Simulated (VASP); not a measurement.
# AgBiTeSe (P4/mmm) in VASP: single point with PBE

Aim: the single point of AgBiTeSe with PBE.

Program: VASP 6.6.1. These are calculated values, not measurements. Logs are shortened: lines on timing, memory, paths and dates and some standing lists are left out, and cuts for length are marked.

### Step 1. The cell of the first run

It takes space group P4/mmm (No. 123, tetragonal). Conventional cell: a = 4.202 Å, b = 4.202 Å, c = 6.292 Å, α = 90.00°, β = 90.00°, γ = 90.00°. Within 3.9 Å of Ag (site symmetry 4/mmm) lie 4 Te at 2.97 Å and 2 Se at 3.15 Å. Bi (site symmetry 4/mmm) has 4 Se at 2.97 Å and 2 Te at 3.15 Å within 3.9 Å. Te (site symmetry 4/mmm) has 4 Ag at 2.97 Å and 2 Bi at 3.15 Å within 3.9 Å. Within 3.9 Å of Se (site symmetry 4/mmm) lie 4 Bi at 2.97 Å and 2 Ag at 3.15 Å.

### Step 2. Single point, PBE

File INCAR:

```
PREC = Accurate
ENCUT = 500
EDIFF = 1E-6
ISMEAR = 0
SIGMA = 0.1
LREAL = F
LASPH = T
NELM = 120
ALGO = Normal
ISIF = 2
LWAVE = F
LCHARG = T
GGA = PE
LELF = T
LVHAR = T
ISYM = -1
NBANDS = 27
GGA_COMPAT = F
```

File KPOINTS:

```
explicit points
2
Reciprocal
  0.98000000   0.49000000   0.35000000 1
  0.98000000   0.49000000   0.85000000 1
```

File POSCAR:

```
AgBiTeSe
1.0
    4.2021930000      0.0000000000      0.0000000000
    0.0000000000      4.2021930000      0.0000000000
    0.0000000000      0.0000000000      6.2922500000
Ag Bi Te Se
1 1 1 1
Direct
    0.0000000000      0.0000000000      0.0000000000
    0.5000000000      0.5000000000      0.5000000000
    0.5000000000      0.5000000000      0.0000000000
    0.0000000000      0.0000000000      0.5000000000
```

Potentials or basis: VASP PAW PBE potentials, release 64 (Ag, Bi_d, Te, Se).

On the command line:

```bash
$ cat potpaw_PBE.64/Ag/POTCAR potpaw_PBE.64/Bi_d/POTCAR potpaw_PBE.64/Te/POTCAR potpaw_PBE.64/Se/POTCAR > POTCAR
$ mpirun -np 1 vasp_std > vasp.out
```

OUTCAR:

```text
PREC = Accurate
   ENCUT = 500
   EDIFF = 1E-6
   ISMEAR = 0
   LREAL = F
   LASPH = T
   NELM = 120
   ISIF = 2
   GGA = PE
   ISYM = -1

 ion  position               nearest neighbor table
   1  0.000  0.000  0.000-   3 2.97   3 2.97   3 2.97   3 2.97   4 3.15   4 3.15
   2  0.500  0.500  0.500-   4 2.97   4 2.97   4 2.97   4 2.97   3 3.15   3 3.15
   3  0.500  0.500  0.000-   1 2.97   1 2.97   1 2.97   1 2.97   2 3.15   2 3.15
   4  0.000  0.000  0.500-   2 2.97   2 2.97   2 2.97   2 2.97   1 3.15   1 3.15

IMPORTANT INFORMATION: All symmetrisations will be switched off!
NOSYMM: (Re-)initialisation of all symmetry stuff for point group C_1.

----------------------------------------------------------------------------------------

                                     Primitive cell

  volume of cell :     111.1112

  direct lattice vectors                    reciprocal lattice vectors
     4.202193000  0.000000000  0.000000000     0.237970983  0.000000000  0.000000000
     0.000000000  4.202193000  0.000000000     0.000000000  0.237970983  0.000000000
     0.000000000  0.000000000  6.292250000     0.000000000  0.000000000  0.158925663

  length of vectors
     4.202193000  4.202193000  6.292250000     0.237970983  0.237970983  0.158925663

  position of ions in fractional coordinates (direct lattice)
     0.000000000  0.000000000  0.000000000
     0.500000000  0.500000000  0.500000000
     0.500000000  0.500000000  0.000000000
     0.000000000  0.000000000  0.500000000

  ion indices of the primitive-cell ions
   primitive index   ion index
                 1           1
                 2           2
                 3           3
                 4           4

----------------------------------------------------------------------------------------

 KPOINTS: explicit points

Read explicit list of k-points.

 Found      2 k-points:

 Following reciprocal coordinates:
            Coordinates               Weight
  0.980000  0.490000  0.350000      0.500000
  0.980000  0.490000  0.850000      0.500000
   k-points           NKPTS =      2   k-points in BZ     NKDIM =      2   number of bands    NBANDS=     27
   number of dos      NEDOS =    301   number of ions     NIONS =      4
   total plane-waves  NPLWV =  49152
   dimension x,y,z NGX =    32 NGY =   32 NGZ =   48
   dimension x,y,z NGXF=    64 NGYF=   64 NGZF=   96
   ions per type =               1   1   1   1
   NGX,Y,Z   is equivalent  to a cutoff of  12.66, 12.66, 12.68 a.u.
   NGXF,Y,Z  is equivalent  to a cutoff of  25.32, 25.32, 25.36 a.u.
 SYSTEM =  unknown system
   PREC   = accura    normal or accurate (medium, high low for compatibility)
   ISTART =      0    job   : 0-new  1-cont  2-samecut
   ICHARG =      2    charge: 1-file 2-atom 10-const
   ISPIN  =      1    spin polarized calculation?
   LNONCOLLINEAR =      F non collinear calculations
   LSORBIT =      F    spin-orbit coupling
   LASPH  =      T    aspherical Exc in radial PAW
   ENCUT  =  500.0 eV  36.75 Ry    6.06 a.u.   7.66  7.66 11.47*2*pi/ulx,y,z
   NELM   =    120;   NELMIN=  2; NELMDL= -5     # of ELM steps
   EDIFF  = 0.1E-05   stopping-criterion for ELM
   LREAL  =      F    real-space projection
   EDIFFG = 0.1E-04   stopping-criterion for IOM
   NSW    =      0    number of steps for IOM
   IBRION =     -1    ionic relax: 0-MD 1-quasi-New 2-CG
   NFREE  =      0    steps in history (QN), initial steepest desc. (CG)
   ISIF   =      2    stress and relaxation
   ISYM   =     -1    0-nonsym 1-usesym 2-fastsym
   POTIM  = 0.5000    time-step for ionic-motion
   TEBEG  =    0.0;   TEEND  =   0.0 temperature during run
   PSTRESS=    0.0 pullay stress
   NELECT =      38.0000    total number of electrons
   NUPDOWN=      -1.0000    fix difference up-down
   EMIN   =  10.00;   EMAX   =-10.00  energy-range for DOS
   EFERMI =   0.00;   METHOD = LEGACY
   ISMEAR =     0;   SIGMA  =   0.10  broadening in eV -4-tet -1-fermi 0-gaus
   EFERMI_NEDOS =   21; number of points for ismear=-14 and -15
   IALGO  =     38    algorithm
   IMIX   =      4    mixing-type and parameters
     AMIX     =   0.40;   BMIX     =  1.00
     AMIX_MAG =   1.60;   BMIX_MAG =  1.00
  volume/ion in A,a.u.               =      27.78       187.45
  Fermi-wavevector in a.u.,A,eV,Ry     =   1.144854  2.163460 17.833024  1.310690
  Thomas-Fermi vector in A             =   2.281544
   LORBIT       =      0    0 simple, 1 ext, 2 COOP (PROOUT), +10 PAW based schemes
   GGA     = PE    functional components
   LHFCALC =     F    Hartree Fock is set to
   AEXX    =    0.0000 exact exchange contribution
   IVDW    =     0    specifies the selected vdW correction
   LEPSILON=     F    determine dielectric tensor
   LRPA    =     F    only Hartree local field effects (RPA)
 non-spin polarized calculation
 Gauss-broadening in eV      SIGMA  =   0.10
  energy-cutoff  :      500.00
  volume of cell :      111.11
 maximum number of plane-waves:      2829
 NGX is ok and might be reduce to    30
   NGX = 15   NGY = 15   NGZ = 23

 number of electron      38.0000007 magnetization

 Free energy of the ion-electron system (eV)
  ---------------------------------------------------
  ext. energy  EPLUGINS =         0.00000000
  ---------------------------------------------------
  free energy    TOTEN  =        -7.72482189 eV

  energy without entropy =       -7.69652116  energy(sigma->0) =       -7.71067152

 E-fermi :   5.9358     XC(G=0):  -9.7712

 val. band max:        5.8486702445   @ k =   0.9800   0.4900   0.3500
 cond. band min:       6.0277402563   @ k =   0.9800   0.4900   0.3500
 fundamental gap:      0.1790700118
 Fermi energy:         5.9357637657

 k-point     1 :       0.9800    0.4900    0.3500
  band No.  band energies     occupation
      1     -17.4184      2.00000
      2     -17.4146      2.00000
      3     -17.3507      2.00000
      4     -17.3276      2.00000
      5     -17.3117      2.00000
      6      -6.0139      2.00000
[... 19 lines left out ...]
     26      11.8753      0.00000
     27      14.4458      0.00000

 k-point     2 :       0.9800    0.4900    0.8500
  band No.  band energies     occupation
      1     -17.4184      2.00000
      2     -17.4146      2.00000
      3     -17.3507      2.00000
      4     -17.3279      2.00000
      5     -17.3116      2.00000
      6      -6.3125      2.00000
[... 19 lines left out ...]
     26      11.6627      0.00000
     27      13.5567      0.00000

------------------------ aborting loop because EDIFF is reached ----------------------------------------

  FORCE on cell =-STRESS in cart. coord.  units (eV):
  Direction    XX          YY          ZZ          XY          YZ          ZX
  --------------------------------------------------------------------------------------
  -------------------------------------------------------------------------------------
  Total       21.2852559      5.1663432     -6.8607122     -1.2173733      0.0162491     -0.0318354
  in kB      306.9244583     74.4965017    -98.9285918    -17.5540116      0.2343055     -0.4590525
  external PRESSURE =      94.1641227 kB  Pullay stress =       0.0000000 kB

 VOLUME and BASIS-vectors are now :
 -----------------------------------------------------------------------------
  energy-cutoff  :      500.00
  volume of cell :      111.11
      direct lattice vectors                 reciprocal lattice vectors
     4.202193000  0.000000000  0.000000000     0.237970983  0.000000000  0.000000000
     0.000000000  4.202193000  0.000000000     0.000000000  0.237970983  0.000000000
     0.000000000  0.000000000  6.292250000     0.000000000  0.000000000  0.158925663

 POSITION                                       TOTAL-FORCE (eV/Angst)
 -----------------------------------------------------------------------------------
      0.00000      0.00000      0.00000         0.000000      0.000007     -0.000005
      2.10110      2.10110      3.14613         0.000003     -0.000011      0.000011
      2.10110      2.10110      0.00000        -0.000001      0.000003     -0.000002
      0.00000      0.00000      3.14613        -0.000003      0.000000     -0.000004
 -----------------------------------------------------------------------------------
    total drift:                                0.000002     -0.000021      0.000012

  FREE ENERGIE OF THE ION-ELECTRON SYSTEM (eV)
  ---------------------------------------------------
  free  energy   TOTEN  =        -7.7248218906 eV

  energy  without entropy=       -7.6965211587  energy(sigma->0) =       -7.71067152
```

Run time: 12 s. Hardware: 1 thread of Intel Xeon Platinum 8375C at 2.90GHz (Ice Lake), shared host; peak memory 0.21 GiB.

Results:

```yaml
Free_energy: -7.7248 eV
Pressure: 9.4 GPa
Band_gap_on_the_k_mesh: 0.18 eV
```

Stress tensor (GPa, compression positive):
```
30.69 -1.76 -0.05
-1.76  7.45  0.02
-0.05  0.02 -9.89
```

Caveat: the cell stands under pressure; spin-orbit coupling is left out, which moves the levels of the heavy elements; a shifted mesh leaves out Γ, where band edges can lie.
